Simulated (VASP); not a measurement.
# GaAs (P6_3/mmc) in VASP: settings compared

GaAs is run at these levels: PBE, r2SCAN; tasks: relaxation of cell and atoms, single point.

All numbers are computed with VASP 6.6.1; they aren't measurements. Logs are shortened: lines on timing, memory, paths and dates and some standing lists are left out, and cuts for length are marked.

**1. The cell of the first run**

Symmetry: P6_3/mmc, No. 194, hexagonal system. Conventional cell: a = 4.113 Å, b = 4.113 Å, c = 5.141 Å, α = 90.00°, β = 90.00°, γ = 120.00°. Within 3.1 Å of Ga (site symmetry -6m2) lie 5 As at 2.37 to 2.57 Å. As (site symmetry -6m2) has 5 Ga at 2.37 to 2.57 Å within 3.1 Å.

**2. Relaxation of cell and atoms, PBE**

INCAR reads:

```
SYSTEM = GaAs
ALGO = Normal
EDIFF = 1E-6
EDIFFG = -0.005
ENCUT = 600
GGA = PE
IBRION = 2
ISIF = 3
ISMEAR = -1
LASPH = .True.
LCHARG = .False.
LREAL = .False.
LWAVE = .False.
NELM = 80
NSW = 80
PREC = Accurate
SIGMA = 0.02
```

KPOINTS reads:

```
k-points
0
Gamma
  6 6 4
  0 0 0
```

POSCAR reads:

```
GaAs
1.0
    4.1128602457      0.0000000000      0.0000000000
   -2.0564301229      3.5618414550      0.0000000000
    0.0000000000      0.0000000000      5.1408021000
Ga As
2 2
Direct
    0.3333333333      0.6666666667      0.2500000000
    0.6666666667      0.3333333333      0.7500000000
    0.6666666667      0.3333333333      0.2500000000
    0.3333333333      0.6666666667      0.7500000000
```

Potentials or basis: VASP PAW PBE potentials, release 64 (Ga_d, As).

On the command line:

```console
$ cat potpaw_PBE.64/Ga_d/POTCAR potpaw_PBE.64/As/POTCAR > POTCAR
$ mpirun -np 1 vasp_std > vasp.out
```

OUTCAR:

```text
SYSTEM = GaAs
   EDIFF = 1E-6
   EDIFFG = -0.005
   ENCUT = 600
   GGA = PE
   IBRION = 2
   ISIF = 3
   ISMEAR = -1
   LASPH = .True.
   LREAL = .False.
   NELM = 80
   NSW = 80
   PREC = Accurate

 ion  position               nearest neighbor table
   1  0.333  0.667  0.250-   3 2.37   3 2.37   3 2.37   4 2.57   4 2.57
   2  0.667  0.333  0.750-   4 2.37   4 2.37   4 2.37   3 2.57   3 2.57
   3  0.667  0.333  0.250-   1 2.37   1 2.37   1 2.37   2 2.57   2 2.57
   4  0.333  0.667  0.750-   2 2.37   2 2.37   2 2.37   1 2.57   1 2.57

  LATTYP: Found a hexagonal cell.
 ALAT       =     4.1128602457
 C/A-ratio  =     1.2499335725

  Lattice vectors:

 A1 = (   4.1128602457,   0.0000000000,   0.0000000000)
 A2 = (  -2.0564301229,   3.5618414550,   0.0000000000)
 A3 = (   0.0000000000,   0.0000000000,   5.1408021000)

Analysis of symmetry for initial positions (statically):
=====================================================================
 Subroutine PRICEL returns:
 Original cell was already a primitive cell.

 Routine SETGRP: Setting up the symmetry group for a
 hexagonal supercell.

 Subroutine GETGRP returns: Found 24 space group operations
 (whereof 12 operations were pure point group operations)
 out of a pool of 24 trial point group operations.

The static configuration has the point symmetry D_3d.
 The point group associated with its full space group is D_6h.

Analysis of symmetry for dynamics (positions and initial velocities):
=====================================================================
 Subroutine PRICEL returns:
 Original cell was already a primitive cell.

 Routine SETGRP: Setting up the symmetry group for a
 hexagonal supercell.

 Subroutine GETGRP returns: Found 24 space group operations
 (whereof 12 operations were pure point group operations)
 out of a pool of 24 trial point group operations.

The dynamic configuration has the point symmetry D_3d.
 The point group associated with its full space group is D_6h.

 Subroutine INISYM returns: Found 24 space group operations
 (whereof 12 operations are pure point group operations),
 and found     1 'primitive' translations

----------------------------------------------------------------------------------------

                                     Primitive cell

  volume of cell :      75.3094

  direct lattice vectors                    reciprocal lattice vectors
     4.112860246  0.000000000  0.000000000     0.243139796  0.140376827  0.000000000
    -2.056430123  3.561841455  0.000000000     0.000000000  0.280753653  0.000000000
     0.000000000  0.000000000  5.140802100     0.000000000  0.000000000  0.194522174

  length of vectors
     4.112860246  4.112860246  5.140802100     0.280753653  0.280753653  0.194522174

  position of ions in fractional coordinates (direct lattice)
     0.333333333  0.666666667  0.250000000
     0.666666667  0.333333333  0.750000000
     0.666666667  0.333333333  0.250000000
     0.333333333  0.666666667  0.750000000

  ion indices of the primitive-cell ions
   primitive index   ion index
                 1           1
                 2           2
                 3           3
                 4           4

----------------------------------------------------------------------------------------

 KPOINTS: k-points

Automatic generation of k-mesh.
 Grid dimensions read from file:
 generate k-points for:    6    6    4

 Generating k-lattice:

  Cartesian coordinates                     Fractional coordinates (reciprocal lattice)
     0.040523299  0.023396138  0.000000000     0.166666667  0.000000000  0.000000000
     0.000000000  0.046792276  0.000000000     0.000000000  0.166666667  0.000000000
     0.000000000  0.000000000  0.048630543     0.000000000  0.000000000  0.250000000

  Length of vectors
     0.046792276  0.046792276  0.048630543

  Shift w.r.t. Gamma in fractional coordinates (k-lattice)
     0.000000000  0.000000000  0.000000000

 Subroutine IBZKPT returns following result:
 ===========================================

 Found     21 irreducible k-points:

 Following reciprocal coordinates:
            Coordinates               Weight
  0.000000  0.000000  0.000000      1.000000
  0.166667  0.000000  0.000000      6.000000
  0.333333  0.000000  0.000000      6.000000
  0.500000  0.000000  0.000000      3.000000
  0.166667  0.166667  0.000000      6.000000
  0.333333  0.166667  0.000000     12.000000
[... 13 lines left out ...]
  0.333333  0.166667  0.500000     12.000000
  0.333333  0.333333  0.500000      2.000000
   k-points           NKPTS =     21   k-points in BZ     NKDIM =     21   number of bands    NBANDS=     22
   number of dos      NEDOS =    301   number of ions     NIONS =      4
   total plane-waves  NPLWV =  54432
   dimension x,y,z NGX =    36 NGY =   36 NGZ =   42
   dimension x,y,z NGXF=    72 NGYF=   72 NGZF=   84
   ions per type =               2   2
   NGX,Y,Z   is equivalent  to a cutoff of  14.55, 14.55, 13.58 a.u.
   NGXF,Y,Z  is equivalent  to a cutoff of  29.10, 29.10, 27.16 a.u.
 SYSTEM =  GaAs
   PREC   = accura    normal or accurate (medium, high low for compatibility)
   ISTART =      0    job   : 0-new  1-cont  2-samecut
   ICHARG =      2    charge: 1-file 2-atom 10-const
   ISPIN  =      1    spin polarized calculation?
   LNONCOLLINEAR =      F non collinear calculations
   LSORBIT =      F    spin-orbit coupling
   LASPH  =      T    aspherical Exc in radial PAW
   ENCUT  =  600.0 eV  44.10 Ry    6.64 a.u.   8.21  8.21 10.27*2*pi/ulx,y,z
   NELM   =     80;   NELMIN=  2; NELMDL= -5     # of ELM steps
   EDIFF  = 0.1E-05   stopping-criterion for ELM
   LREAL  =      F    real-space projection
   EDIFFG = -.5E-02   stopping-criterion for IOM
   NSW    =     80    number of steps for IOM
   IBRION =      2    ionic relax: 0-MD 1-quasi-New 2-CG
   NFREE  =      1    steps in history (QN), initial steepest desc. (CG)
   ISIF   =      3    stress and relaxation
   ISYM   =      2    0-nonsym 1-usesym 2-fastsym
   POTIM  = 0.5000    time-step for ionic-motion
   TEBEG  =    0.0;   TEEND  =   0.0 temperature during run
   PSTRESS=    0.0 pullay stress
   NELECT =      36.0000    total number of electrons
   NUPDOWN=      -1.0000    fix difference up-down
   EMIN   =  10.00;   EMAX   =-10.00  energy-range for DOS
   EFERMI =   0.00;   METHOD = LEGACY
   ISMEAR =    -1;   SIGMA  =   0.02  broadening in eV -4-tet -1-fermi 0-gaus
   EFERMI_NEDOS =   21; number of points for ismear=-14 and -15
   IALGO  =     38    algorithm
   IMIX   =      4    mixing-type and parameters
     AMIX     =   0.40;   BMIX     =  1.00
     AMIX_MAG =   1.60;   BMIX_MAG =  1.00
  volume/ion in A,a.u.               =      18.83       127.05
  Fermi-wavevector in a.u.,A,eV,Ry     =   1.280047  2.418938 22.293416  1.638520
  Thomas-Fermi vector in A             =   2.412497
   LORBIT       =      0    0 simple, 1 ext, 2 COOP (PROOUT), +10 PAW based schemes
   GGA     = PE    functional components
   LHFCALC =     F    Hartree Fock is set to
   AEXX    =    0.0000 exact exchange contribution
   IVDW    =     0    specifies the selected vdW correction
   LEPSILON=     F    determine dielectric tensor
   LRPA    =     F    only Hartree local field effects (RPA)
 conjugate gradient relaxation of ions
 non-spin polarized calculation
  energy-cutoff  :      600.00
  volume of cell :       75.31
 maximum number of plane-waves:      2547
 NGX is ok and might be reduce to    36
   NGX = 17   NGY = 17   NGZ = 21

--------------------------------------- Ionic step        1  -------------------------------------------

 number of electron      35.9999977 magnetization

 Free energy of the ion-electron system (eV)
  ---------------------------------------------------
  ext. energy  EPLUGINS =         0.00000000
  ---------------------------------------------------
  free energy    TOTEN  =       -14.32807189 eV

  energy without entropy =      -14.32252285  energy(sigma->0) =      -14.32529737

 E-fermi :   5.8648     XC(G=0): -10.4972

 val. band max:        5.8586678994   @ k =   0.1667   0.1667   0.2500
 cond. band min:       5.9230500245   @ k =   0.3333   0.1667   0.5000
 fundamental gap:      0.0643821250
 Fermi energy:         5.8648093444

 k-point     1 :       0.0000    0.0000    0.0000
  band No.  band energies     occupation
      1      -9.6124      2.00000
      2      -9.3593      2.00000
      3      -9.3593      2.00000
      4      -9.3579      2.00000
      5      -9.3579      2.00000
      6      -9.3157      2.00000
[... 14 lines left out ...]
     21       8.2816      0.00000
     22       8.2816      0.00000
[... 596 lines left out ...]
 POSITION                                       TOTAL-FORCE (eV/Angst)
 -----------------------------------------------------------------------------------
     -0.00000      2.54352      1.38497         0.000000     -0.000000     -0.000000
      2.20276      1.27176      4.15490         0.000000      0.000000      0.000000
      2.20276      1.27176      1.38497        -0.000000     -0.000000     -0.000000
     -0.00000      2.54352      4.15490         0.000000      0.000000     -0.000000
 -----------------------------------------------------------------------------------
    total drift:                                0.000000     -0.000000      0.000000

  FREE ENERGIE OF THE ION-ELECTRON SYSTEM (eV)
  ---------------------------------------------------
  free  energy   TOTEN  =       -15.2484442663 eV

  energy  without entropy=      -15.2396910749  energy(sigma->0) =      -15.24406767

[... ionic steps 4 to 9 ...]

--------------------------------------- Ionic step       10  -------------------------------------------

 number of electron      35.9999961 magnetization

------------------------ aborting loop because EDIFF is reached ----------------------------------------

  FORCE on cell =-STRESS in cart. coord.  units (eV):
  Direction    XX          YY          ZZ          XY          YZ          ZX
  --------------------------------------------------------------------------------------
  -------------------------------------------------------------------------------------
  Total       -0.2259566     -0.2259566     -0.4984490      0.0000000     -0.0000000      0.0000000
  in kB       -3.8075355     -3.8075355     -8.3992341      0.0000000     -0.0000000      0.0000000
  external PRESSURE =      -5.3381017 kB  Pullay stress =       0.0000000 kB

 VOLUME and BASIS-vectors are now :
 -----------------------------------------------------------------------------
  energy-cutoff  :      600.00
  volume of cell :       95.08
      direct lattice vectors                 reciprocal lattice vectors
     4.334175129 -0.000000000 -0.000000000     0.230724410  0.133208800  0.000000000
    -2.167087564  3.753505766 -0.000000000     0.000000000  0.266417601  0.000000000
     0.000000000 -0.000000000  5.844509168     0.000000000  0.000000000  0.171100767
[... 39 lines left out ...]
 POSITION                                       TOTAL-FORCE (eV/Angst)
 -----------------------------------------------------------------------------------
     -0.00000      2.49874      1.45072         0.000000     -0.000000     -0.000000
      2.16398      1.24937      4.35215         0.000000      0.000000      0.000000
      2.16398      1.24937      1.45072        -0.000000     -0.000000     -0.000000
     -0.00000      2.49874      4.35215        -0.000000      0.000000     -0.000000
 -----------------------------------------------------------------------------------
    total drift:                                0.000000     -0.000000      0.000000

  FREE ENERGIE OF THE ION-ELECTRON SYSTEM (eV)
  ---------------------------------------------------
  free  energy   TOTEN  =       -15.2702326101 eV

  energy  without entropy=      -15.2688950007  energy(sigma->0) =      -15.26956381

--------------------------------------- Ionic step       12  -------------------------------------------

 number of electron      35.9999973 magnetization

 Free energy of the ion-electron system (eV)
  ---------------------------------------------------
  ext. energy  EPLUGINS =         0.00000000
  ---------------------------------------------------
  free energy    TOTEN  =       -15.27025496 eV

  energy without entropy =      -15.26874802  energy(sigma->0) =      -15.26950149

 E-fermi :   3.6235     XC(G=0):  -9.4662

 val. band max:        3.5321983918   @ k =   0.3333   0.1667   0.5000
 cond. band min:       3.6335980122   @ k =   0.5000   0.0000   0.2500
 fundamental gap:      0.1013996204
 Fermi energy:         3.6234793962

 k-point     1 :       0.0000    0.0000    0.0000
  band No.  band energies     occupation
      1     -11.3163      2.00000
      2     -11.2063      2.00000
      3     -11.2063      2.00000
      4     -11.2063      2.00000
      5     -11.2063      2.00000
      6     -11.2063      2.00000
[... 14 lines left out ...]
     21       6.5353      0.00000
     22       6.5353      0.00000
[... 520 lines left out ...]
 POSITION                                       TOTAL-FORCE (eV/Angst)
 -----------------------------------------------------------------------------------
     -0.00000      2.50084      1.44914         0.000000     -0.000000      0.000000
      2.16579      1.25042      4.34741        -0.000000     -0.000000     -0.000000
      2.16579      1.25042      1.44914         0.000000     -0.000000     -0.000000
     -0.00000      2.50084      4.34741        -0.000000      0.000000     -0.000000
 -----------------------------------------------------------------------------------
    total drift:                                0.000000     -0.000000      0.000000

  FREE ENERGIE OF THE ION-ELECTRON SYSTEM (eV)
  ---------------------------------------------------
  free  energy   TOTEN  =       -15.2702549584 eV

  energy  without entropy=      -15.2687480189  energy(sigma->0) =      -15.26950149

 reached required accuracy - stopping structural energy minimisation
```

It took 6.4 min on 1 thread of Intel Xeon Platinum 8488C (Sapphire Rapids), shared host; peak memory 0.24 GiB.

What came out:

| Quantity | Value |
| --- | --- |
| Free energy | -15.2703 eV |
| Relaxed volume | 23.55 Å³/atom |
| Relaxed cell | a = 4.332 Å, b = 4.332 Å, c = 5.797 Å, α = 90.00°, β = 90.00°, γ = 120.00° |
| Space group after relaxing (to 0.1 Å) | P6_3/mmc (No. 194) |
| Energy gained by relaxing | 235.5 meV/atom |
| Ionic steps | 12 |
| Pressure after relaxing | 0.0 GPa |
| Band gap on the k mesh | zero (bands 18 and 19 overlap by 1.02 eV) |

The path:
```
step  energy change (eV)  largest force (eV/Å)  pressure (GPa)  volume (Å³)
   1              0.0000                0.0000           20.07        75.31
   2             -0.7453                0.0000           -4.78       104.05
   3             -0.9204                0.0000            0.19        93.12
   4             -0.9206                0.0000           -0.09        93.52
   5             -0.9249                0.0000           -0.07        93.52
   6             -0.9317                0.0000            0.08        93.49
   7             -0.9405                0.0000            0.51        93.37
   8             -0.9410                0.0000            0.38        93.41
   9             -0.9412                0.0000            0.42        93.40
  10             -0.9402                0.0000           -0.53        95.08
  11             -0.9422                0.0000            0.04        94.13
  12             -0.9422                0.0000            0.00        94.19
```

Final structure:
```
Ga As
1.0
     4.33158    0.00000    0.00000
    -2.16579    3.75126    0.00000
     0.00000    0.00000    5.79655
Ga As
2 2
Direct
  0.33333 0.66667 0.25000
  0.66667 0.33333 0.75000
  0.66667 0.33333 0.25000
  0.33333 0.66667 0.75000
```

Levels at points of the mesh, in eV from the Fermi level:
| k point | band 15 | band 16 | band 17 | band 18 | band 19 | band 20 | band 21 | band 22 |
| --- | --- | --- | --- | --- | --- | --- | --- | --- |
| (0.00, 0.00, 0.00) | -2.14 | -2.14 | -0.47 | -0.47 | -0.21 | 0.84 | 2.91 | 2.91 |
| (0.50, 0.00, 0.00) | -3.33 | -3.30 | -1.75 | -1.37 | -0.34 | 2.31 | 5.32 | 6.03 |
| (0.00, 0.00, 0.50) | -1.40 | -1.40 | -1.40 | -1.40 | -0.11 | -0.11 | 3.58 | 3.58 |
| (0.50, 0.00, 0.50) | -2.51 | -2.51 | -0.49 | -0.49 | 1.35 | 1.35 | 2.77 | 2.77 |

Caveat: the volume moved by over 15 % at a fixed basis, so the end points are rough.

**3. Single point, PBE**

This run uses another cell than the first one, of 22.57 Å³/atom.

INCAR reads:

```
PREC     = Accurate       # precision mode
ENCUT    = 520            # plane-wave cutoff, eV
EDIFF    = 1E-7           # SCF threshold, eV
ISMEAR   = -1             # smearing method
SIGMA    = 0.02           # smearing width, eV
LREAL    = F              # projectors in reciprocal space
LASPH    = T              # aspherical terms in the spheres
NELM     = 100            # most SCF steps
ALGO     = Normal         # electronic algorithm
ISIF     = 2              # what is computed and relaxed
LWAVE    = F              # write WAVECAR
LCHARG   = F              # write CHGCAR
GGA      = PE             # functional
NBANDS   = 26             # bands
```

KPOINTS reads:

```
Automatic mesh
0
Gamma
  12 12 4
```

POSCAR reads:

```
GaAs
1.0
    4.2497554351      0.0000000000      0.0000000000
   -2.1248777176      3.6803961666      0.0000000000
    0.0000000000      0.0000000000      5.7732410614
Ga As
2 2
Direct
    0.3333333333      0.6666666667      0.2500000000
    0.6666666667      0.3333333333      0.7500000000
    0.6666666667      0.3333333333      0.2500000000
    0.3333333333      0.6666666667      0.7500000000
```

Potentials or basis: VASP PAW PBE potentials, release 64 (Ga_d, As).

On the command line:

```console
$ cat potpaw_PBE.64/Ga_d/POTCAR potpaw_PBE.64/As/POTCAR > POTCAR
$ mpirun -np 1 vasp_std > vasp.out
```

Wall time 2.3 min (1 thread of Intel Xeon Platinum 8488C (Sapphire Rapids), shared host); peak memory 0.27 GiB.

The run converged. Its results:

| Property | Result |
| --- | --- |
| Free energy | -15.1925 eV |
| Pressure | 2.6 GPa |
| Band gap on the k mesh | zero (bands 18 and 19 overlap by 1.09 eV) |

Stress tensor (GPa, compression positive):
```
3.08 0.00 0.00
0.00 3.08 0.00
0.00 0.00 1.52
```

Levels at points of the mesh, in eV from the Fermi level:
| k point | band 16 | band 17 | band 18 | band 19 | band 20 | band 21 |
| --- | --- | --- | --- | --- | --- | --- |
| (0.00, 0.00, 0.00) | -2.32 | -0.63 | -0.63 | 0.02 | 0.86 | 2.79 |
| (0.50, 0.00, 0.00) | -3.56 | -1.91 | -1.63 | -0.45 | 2.28 | 5.15 |
| (0.00, 0.00, 0.50) | -1.57 | -1.57 | -1.57 | -0.28 | -0.28 | 3.48 |
| (0.50, 0.00, 0.50) | -2.78 | -0.65 | -0.65 | 1.21 | 1.21 | 2.60 |

(Continued in part 2 of 2.)

The gap in the log of VASP goes by the Fermi energy; the results here count the filled bands.